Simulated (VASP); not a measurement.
# BN2 (Pnnm) in VASP: further runs

Runs on BN2. Level: PBE. Tasks: single point.

Everything below comes from runs of VASP 6.6.1. Logs are shortened: lines on timing, memory, paths and dates and some standing lists are left out, and cuts for length are marked.

### 1 The cell of the first run

It takes space group Pnnm (No. 58, orthorhombic). The conventional cell has a = 3.463 Å, b = 4.056 Å, c = 2.528 Å, α = 90.00°, β = 90.00°, γ = 90.00°. Within 2.2 Å of B (site symmetry 2/m) lie 6 N at 1.69 to 1.81 Å. N (site symmetry m) has 1 N at 1.32 Å and 3 B at 1.69 to 1.81 Å within 1.9 Å.

### 2 Single point, PBE

The input, INCAR:

```
SYSTEM = BN2
PREC     = Accurate       ! precision mode
ENCUT    = 520            ! plane-wave cutoff, eV
EDIFF    = 1E-6           ! SCF threshold, eV
ISMEAR   = 0              ! smearing method
SIGMA    = 0.1            ! smearing width, eV
LREAL    = .FALSE.        ! projectors in reciprocal space
LASPH    = .TRUE.         ! aspherical terms in the spheres
NELM     = 100            ! most SCF steps
ALGO     = Normal         ! electronic algorithm
ISIF     = 2              ! what is computed and relaxed
LWAVE    = .FALSE.        ! write WAVECAR
LCHARG   = .FALSE.        ! write CHGCAR
GGA      = PE             ! functional
NBANDS   = 22             ! bands
```

The input, KPOINTS:

```
regular mesh
0
G
  10 8 6
  0 0 0
```

The input, POSCAR:

```
BN2
1.0
    0.0000000000      0.0000000000      2.5282502303
    3.4626247871      0.0000000000      0.0000000000
    0.0000000000      4.0560706146      0.0000000000
B N
2 4
Direct
    0.5000000000      0.5000000000      0.5000000000
    0.0000000000      1.0000000000      0.0000000000
    0.5000000000      0.3529019227      0.8970679356
    0.0000000000      0.8529019227      0.6029320644
    0.5000000000      0.6470980773      0.1029320644
    0.0000000000      0.1470980773      0.3970679356
```

Potentials or basis: VASP PAW PBE potentials, release 64 (B, N).

On the command line:

```bash
> cat potpaw_PBE.64/B/POTCAR potpaw_PBE.64/N/POTCAR > POTCAR
> mpirun -np 1 vasp_std > vasp.out
```

OUTCAR:

```text
SYSTEM = BN2
   PREC = Accurate
   ENCUT = 520
   EDIFF = 1E-6
   ISMEAR = 0
   LREAL = .FALSE.
   LASPH = .TRUE.
   NELM = 100
   ISIF = 2
   GGA = PE

 ion  position               nearest neighbor table
   1  0.500  0.500  0.500-   3 1.69   5 1.69   4 1.81   6 1.81   4 1.81   6 1.81
   2  0.000  0.000  0.000-   4 1.69   6 1.69   5 1.81   3 1.81   3 1.81   5 1.81
   3  0.500  0.353  0.897-   5 1.32   1 1.69   2 1.81   2 1.81
   4  0.000  0.853  0.603-   6 1.32   2 1.69   1 1.81   1 1.81
   5  0.500  0.647  0.103-   3 1.32   1 1.69   2 1.81   2 1.81
   6  0.000  0.147  0.397-   4 1.32   2 1.69   1 1.81   1 1.81

  LATTYP: Found a simple orthorhombic cell.
 ALAT       =     2.5282502303
 B/A-ratio  =     1.3695736069
 C/A-ratio  =     1.6042995135

  Lattice vectors:

 A1 = (   0.0000000000,   0.0000000000,   2.5282502303)
 A2 = (   3.4626247871,   0.0000000000,   0.0000000000)
 A3 = (   0.0000000000,   4.0560706146,   0.0000000000)

Analysis of symmetry for initial positions (statically):
=====================================================================
 Subroutine PRICEL returns:
 Original cell was already a primitive cell.

 Routine SETGRP: Setting up the symmetry group for a
 simple orthorhombic supercell.

 Subroutine GETGRP returns: Found  8 space group operations
 (whereof  4 operations were pure point group operations)
 out of a pool of  8 trial point group operations.

The static configuration has the point symmetry C_2h.
 The point group associated with its full space group is D_2h.

Analysis of symmetry for dynamics (positions and initial velocities):
=====================================================================
 Subroutine PRICEL returns:
 Original cell was already a primitive cell.

 Routine SETGRP: Setting up the symmetry group for a
 simple orthorhombic supercell.

 Subroutine GETGRP returns: Found  8 space group operations
 (whereof  4 operations were pure point group operations)
 out of a pool of  8 trial point group operations.

The dynamic configuration has the point symmetry C_2h.
 The point group associated with its full space group is D_2h.

 Subroutine INISYM returns: Found  8 space group operations
 (whereof  4 operations are pure point group operations),
 and found     1 'primitive' translations

----------------------------------------------------------------------------------------

                                     Primitive cell

  volume of cell :      35.5084

  direct lattice vectors                    reciprocal lattice vectors
     0.000000000  0.000000000  2.528250230     0.000000000  0.000000000  0.395530469
     3.462624787  0.000000000  0.000000000     0.288798256  0.000000000  0.000000000
     0.000000000  4.056070615  0.000000000     0.000000000  0.246544031  0.000000000

  length of vectors
     2.528250230  3.462624787  4.056070615     0.395530469  0.288798256  0.246544031

  position of ions in fractional coordinates (direct lattice)
     0.500000000  0.500000000  0.500000000
     0.000000000  0.000000000  0.000000000
     0.500000000  0.352901923  0.897067936
     0.000000000  0.852901923  0.602932064
     0.500000000  0.647098077  0.102932064
     0.000000000  0.147098077  0.397067936

  ion indices of the primitive-cell ions
   primitive index   ion index
                 1           1
                 2           2
                 3           3
                 4           4
                 5           5
                 6           6

----------------------------------------------------------------------------------------

 KPOINTS: regular mesh

Automatic generation of k-mesh.
 Grid dimensions read from file:
 generate k-points for:   10    8    6

 Generating k-lattice:

  Cartesian coordinates                     Fractional coordinates (reciprocal lattice)
     0.000000000  0.000000000  0.039553047     0.100000000  0.000000000  0.000000000
     0.036099782  0.000000000  0.000000000     0.000000000  0.125000000  0.000000000
     0.000000000  0.041090672  0.000000000     0.000000000  0.000000000  0.166666667

  Length of vectors
     0.039553047  0.036099782  0.041090672

  Shift w.r.t. Gamma in fractional coordinates (k-lattice)
     0.000000000  0.000000000  0.000000000

 Subroutine IBZKPT returns following result:
 ===========================================

 Found    120 irreducible k-points:

 Following reciprocal coordinates:
            Coordinates               Weight
  0.000000  0.000000  0.000000      1.000000
  0.100000  0.000000  0.000000      2.000000
  0.200000  0.000000  0.000000      2.000000
  0.300000  0.000000  0.000000      2.000000
  0.400000  0.000000  0.000000      2.000000
  0.500000  0.000000  0.000000      1.000000
[... 16 lines left out ...]
  0.400000  0.375000  0.000000      4.000000
  0.500000  0.375000  0.000000      2.000000
 [... further k-points ...]
   k-points           NKPTS =    120   k-points in BZ     NKDIM =    120   number of bands    NBANDS=     22
   number of dos      NEDOS =    301   number of ions     NIONS =      6
   total plane-waves  NPLWV =  16800
   dimension x,y,z NGX =    20 NGY =   28 NGZ =   30
   dimension x,y,z NGXF=    40 NGYF=   56 NGZF=   60
   ions per type =               2   4
   NGX,Y,Z   is equivalent  to a cutoff of  13.15, 13.44, 12.30 a.u.
   NGXF,Y,Z  is equivalent  to a cutoff of  26.30, 26.89, 24.59 a.u.
 SYSTEM =  BN2
   PREC   = accura    normal or accurate (medium, high low for compatibility)
   ISTART =      0    job   : 0-new  1-cont  2-samecut
   ICHARG =      2    charge: 1-file 2-atom 10-const
   ISPIN  =      1    spin polarized calculation?
   LNONCOLLINEAR =      F non collinear calculations
   LSORBIT =      F    spin-orbit coupling
   LASPH  =      T    aspherical Exc in radial PAW
   ENCUT  =  520.0 eV  38.22 Ry    6.18 a.u.   4.70  6.44  7.54*2*pi/ulx,y,z
   NELM   =    100;   NELMIN=  2; NELMDL= -5     # of ELM steps
   EDIFF  = 0.1E-05   stopping-criterion for ELM
   LREAL  =      F    real-space projection
   EDIFFG = 0.1E-04   stopping-criterion for IOM
   NSW    =      0    number of steps for IOM
   IBRION =     -1    ionic relax: 0-MD 1-quasi-New 2-CG
   NFREE  =      0    steps in history (QN), initial steepest desc. (CG)
   ISIF   =      2    stress and relaxation
   ISYM   =      2    0-nonsym 1-usesym 2-fastsym
   POTIM  = 0.5000    time-step for ionic-motion
   TEBEG  =    0.0;   TEEND  =   0.0 temperature during run
   PSTRESS=    0.0 pullay stress
   NELECT =      26.0000    total number of electrons
   NUPDOWN=      -1.0000    fix difference up-down
   EMIN   =  10.00;   EMAX   =-10.00  energy-range for DOS
   EFERMI =   0.00;   METHOD = LEGACY
   ISMEAR =     0;   SIGMA  =   0.10  broadening in eV -4-tet -1-fermi 0-gaus
   EFERMI_NEDOS =   21; number of points for ismear=-14 and -15
   IALGO  =     38    algorithm
   IMIX   =      4    mixing-type and parameters
     AMIX     =   0.40;   BMIX     =  1.00
     AMIX_MAG =   1.60;   BMIX_MAG =  1.00
  volume/ion in A,a.u.               =       5.92        39.94
  Fermi-wavevector in a.u.,A,eV,Ry     =   1.475556  2.788396 29.623485  2.177265
  Thomas-Fermi vector in A             =   2.590190
   LORBIT       =      0    0 simple, 1 ext, 2 COOP (PROOUT), +10 PAW based schemes
   GGA     = PE    functional components
   LHFCALC =     F    Hartree Fock is set to
   AEXX    =    0.0000 exact exchange contribution
   IVDW    =     0    specifies the selected vdW correction
   LEPSILON=     F    determine dielectric tensor
   LRPA    =     F    only Hartree local field effects (RPA)
 non-spin polarized calculation
 Gauss-broadening in eV      SIGMA  =   0.10
  energy-cutoff  :      520.00
  volume of cell :       35.51
 maximum number of plane-waves:       972
 NGX is ok and might be reduce to    20
   NGX =  9   NGY = 13   NGZ = 15

 number of electron      26.0000005 magnetization

 Free energy of the ion-electron system (eV)
  ---------------------------------------------------
  ext. energy  EPLUGINS =         0.00000000
  ---------------------------------------------------
  free energy    TOTEN  =       -44.09029905 eV

  energy without entropy =      -44.08278904  energy(sigma->0) =      -44.08654404

 E-fermi :   8.6239     XC(G=0): -13.1852

 val. band max:        8.6228408521   @ k =   0.1000   0.0000   0.1667
 cond. band min:       8.6424645118   @ k =   0.2000   0.0000   0.0000
 fundamental gap:      0.0196236597
 Fermi energy:         8.6238792523

 k-point     1 :       0.0000    0.0000    0.0000
  band No.  band energies     occupation
      1     -14.7014      2.00000
      2     -11.3203      2.00000
      3      -5.6168      2.00000
      4      -4.2424      2.00000
      5      -1.0029      2.00000
      6      -0.7841      2.00000
[... 14 lines left out ...]
     21      19.2150      0.00000
     22      20.4231      0.00000

 k-point     2 :       0.1000    0.0000    0.0000
  band No.  band energies     occupation
      1     -14.5563      2.00000
      2     -11.2713      2.00000
      3      -5.4606      2.00000
      4      -4.0893      2.00000
      5      -0.8747      2.00000
      6      -0.8326      2.00000
[... 14 lines left out ...]
     21      19.0135      0.00000
     22      20.8053      0.00000

 k-point     3 :       0.2000    0.0000    0.0000
  band No.  band energies     occupation
      1     -14.1334      2.00000
      2     -11.1638      2.00000
      3      -5.0030      2.00000
      4      -3.6521      2.00000
      5      -1.0167      2.00000
      6      -0.5350      2.00000
[... 14 lines left out ...]
     21      20.0582      0.00000
     22      21.2816      0.00000

 k-point     4 :       0.3000    0.0000    0.0000
  band No.  band energies     occupation
      1     -13.4758      2.00000
      2     -11.1231      2.00000
      3      -4.2876      2.00000
      4      -3.0275      2.00000
      5      -1.4022      2.00000
      6      -1.1946      2.00000
[... 14 lines left out ...]
     21      21.3904      0.00000
     22      21.7450      0.00000

 k-point     5 :       0.4000    0.0000    0.0000
  band No.  band energies     occupation
      1     -12.6738      2.00000
      2     -11.3323      2.00000
      3      -3.4196      2.00000
      4      -2.5154      2.00000
      5      -2.0900      2.00000
      6      -1.9225      2.00000
[... 14 lines left out ...]
     21      21.0643      0.00000
     22      21.3443      0.00000

 k-point     6 :       0.5000    0.0000    0.0000
  band No.  band energies     occupation
      1     -11.8883      2.00000
      2     -11.8883      2.00000
      3      -2.6622      2.00000
      4      -2.6622      2.00000
      5      -2.2771      2.00000
      6      -2.2771      2.00000
[... 14 lines left out ...]
     21      20.4232      0.00000
     22      20.4232      0.00000

 k-point     7 :       0.0000    0.1250    0.0000
  band No.  band energies     occupation
      1     -14.5810      2.00000
      2     -11.4133      2.00000
      3      -5.5106      2.00000
      4      -4.7708      2.00000
      5      -1.5123      2.00000
      6      -0.1615      2.00000
[... 324 lines left out ...]
      6      -1.4548      2.00000
[... 14 lines left out ...]
     21      19.2210      0.00000
     22      21.1110      0.00000

 k-point    21 :       0.2000    0.3750    0.0000
  band No.  band energies     occupation
      1     -13.1592      2.00000
      2     -11.9125      2.00000
      3      -5.3164      2.00000
      4      -4.8017      2.00000
      5      -2.6056      2.00000
      6      -1.1165      2.00000
[... 14 lines left out ...]
     21      19.4462      0.00000
     22      21.0117      0.00000

 k-point    22 :       0.3000    0.3750    0.0000
  band No.  band energies     occupation
      1     -12.5851      2.00000
      2     -11.5675      2.00000
      3      -5.0058      2.00000
      4      -4.5572      2.00000
      5      -2.0815      2.00000
      6      -0.6427      2.00000
[... 14 lines left out ...]
     21      19.7320      0.00000
     22      20.8048      0.00000

 k-point    23 :       0.4000    0.3750    0.0000
  band No.  band energies     occupation
      1     -11.9482      2.00000
      2     -11.3446      2.00000
      3      -4.8166      2.00000
      4      -4.5280      2.00000
      5      -1.4746      2.00000
      6      -0.5510      2.00000
[... 14 lines left out ...]
     21      20.1861      0.00000
     22      20.6303      0.00000

 k-point    24 :       0.5000    0.3750    0.0000
  band No.  band energies     occupation
      1     -11.4645      2.00000
      2     -11.4645      2.00000
      3      -4.6884      2.00000
      4      -4.6884      2.00000
      5      -0.9251      2.00000
      6      -0.9251      2.00000
[... 14 lines left out ...]
     21      20.4799      0.00000
     22      20.4799      0.00000

 [... further k-points ...]

------------------------ aborting loop because EDIFF is reached ----------------------------------------

  FORCE on cell =-STRESS in cart. coord.  units (eV):
  Direction    XX          YY          ZZ          XY          YZ          ZX
  --------------------------------------------------------------------------------------
  -------------------------------------------------------------------------------------
  Total        0.1773105     -0.2564932      0.1892943      0.0000000      0.0000000      0.0000000
  in kB        8.0004409    -11.5732515      8.5411674      0.0000000      0.0000000      0.0000000
  external PRESSURE =       1.6561189 kB  Pullay stress =       0.0000000 kB

 VOLUME and BASIS-vectors are now :
 -----------------------------------------------------------------------------
  energy-cutoff  :      520.00
  volume of cell :       35.51
      direct lattice vectors                 reciprocal lattice vectors
     0.000000000  0.000000000  2.528250230     0.000000000  0.000000000  0.395530469
     3.462624787  0.000000000  0.000000000     0.288798256  0.000000000  0.000000000
     0.000000000  4.056070615  0.000000000     0.000000000  0.246544031  0.000000000

 POSITION                                       TOTAL-FORCE (eV/Angst)
 -----------------------------------------------------------------------------------
      1.73131      2.02804      1.26413         0.000000     -0.000000      0.000000
      0.00000      0.00000      0.00000         0.000000     -0.000000      0.000000
      1.22197      3.63857      1.26413        -0.111120     -0.092431      0.000000
      2.95328      2.44554      0.00000        -0.111120      0.092431      0.000000
      2.24066      0.41750      1.26413         0.111120      0.092431     -0.000000
      0.50935      1.61054      0.00000         0.111120     -0.092431     -0.000000
 -----------------------------------------------------------------------------------
    total drift:                                0.000000      0.000000      0.000000

  FREE ENERGIE OF THE ION-ELECTRON SYSTEM (eV)
  ---------------------------------------------------
  free  energy   TOTEN  =       -44.0902990483 eV

  energy  without entropy=      -44.0827890378  energy(sigma->0) =      -44.08654404
```

Run time: 49 s. Hardware: 1 thread of AMD EPYC 9R14 (Zen 4), shared host; peak memory 0.16 GiB.

What came out:

* Free energy: -44.0903 eV
* Pressure: 0.2 GPa
* Largest force: 0.145 eV/Å
* Band gap on the k mesh: zero (bands 13 and 14 overlap by 5.78 eV)

Forces on the atoms (eV/Å):
```
B    0.000  0.000  0.000
B    0.000  0.000  0.000
N   -0.111 -0.092  0.000
N   -0.111  0.092  0.000
N    0.111  0.092  0.000
N    0.111 -0.092  0.000
```

Stress tensor (GPa, compression positive):
```
 0.80  0.00  0.00
 0.00 -1.16  0.00
 0.00  0.00  0.85
```

### 3 Single point, PBE

The input, INCAR:

```
SYSTEM = BN2
PREC = Accurate
ENCUT = 520
EDIFF = 1E-7
ISMEAR = 0
SIGMA = 0.1
LREAL = .FALSE.
LASPH = .TRUE.
NELM = 100
ALGO = Normal
ISIF = 2
LWAVE = .FALSE.
LCHARG = .FALSE.
GGA = PE
NBANDS = 22
```

The input, KPOINTS:

```
regular mesh
0
G
  12 10 14
  0 0 0
```

The input, POSCAR:

```
BN2
1.0
    3.4626247871      0.0000000000      0.0000000000
    0.0000000000      4.0560706146      0.0000000000
    0.0000000000      0.0000000000      2.5282502303
B N
2 4
Direct
    0.5000000000      0.5000000000      0.5000000000
    0.0000000000      0.0000000000      0.0000000000
    0.3529019227      0.8970679356      0.5000000000
    0.8529019227      0.6029320644      0.0000000000
    0.6470980773      0.1029320644      0.5000000000
    0.1470980773      0.3970679356      0.0000000000
```

Potentials or basis: VASP PAW PBE potentials, release 64 (B, N).

On the command line:

```bash
> cat potpaw_PBE.64/B/POTCAR potpaw_PBE.64/N/POTCAR > POTCAR
> mpirun -np 1 vasp_std > vasp.out
```

It took 2.4 min on 1 thread of AMD EPYC 9R14 (Zen 4), shared host; peak memory 0.27 GiB.

The run converged. Its results:

- Free energy: -44.1079 eV
- Pressure: 0.1 GPa
- Largest force: 0.114 eV/Å
- Band gap on the k mesh: zero (bands 13 and 14 overlap by 5.77 eV)

Forces in eV/Å, atoms in the order of the input:
```
B    0.000  0.000  0.000
B    0.000  0.000  0.000
N   -0.087 -0.073  0.000
N   -0.087  0.073  0.000
N    0.087  0.073  0.000
N    0.087 -0.073  0.000
```

Stress tensor (GPa, compression positive):
```
 0.49  0.00  0.00
 0.00  0.23  0.00
 0.00  0.00 -0.45
```

Levels at points of the mesh, in eV from the Fermi level:
```csv
k point,band 11,band 12,band 13,band 14,band 15,band 16
"(0.00, 0.00, 0.00)",-2.43,1.43,2.18,2.45,7.19,7.61
"(0.50, 0.00, 0.00)",-0.98,-0.98,0.70,0.70,7.35,7.35
"(0.00, 0.50, 0.00)",-3.29,-3.29,2.41,2.41,7.68,7.68
"(0.50, 0.50, 0.00)",-2.64,-2.64,-0.17,-0.17,7.75,7.75
"(0.00, 0.00, 0.50)",-2.98,-2.98,-2.95,-2.95,6.62,6.62
"(0.50, 0.00, 0.50)",-4.39,-4.39,0.88,0.88,7.44,7.44
"(0.00, 0.50, 0.50)",-4.39,-4.39,-3.37,-3.37,6.00,6.00
"(0.50, 0.50, 0.50)",-1.00,-1.00,-0.65,-0.65,6.81,6.81
```
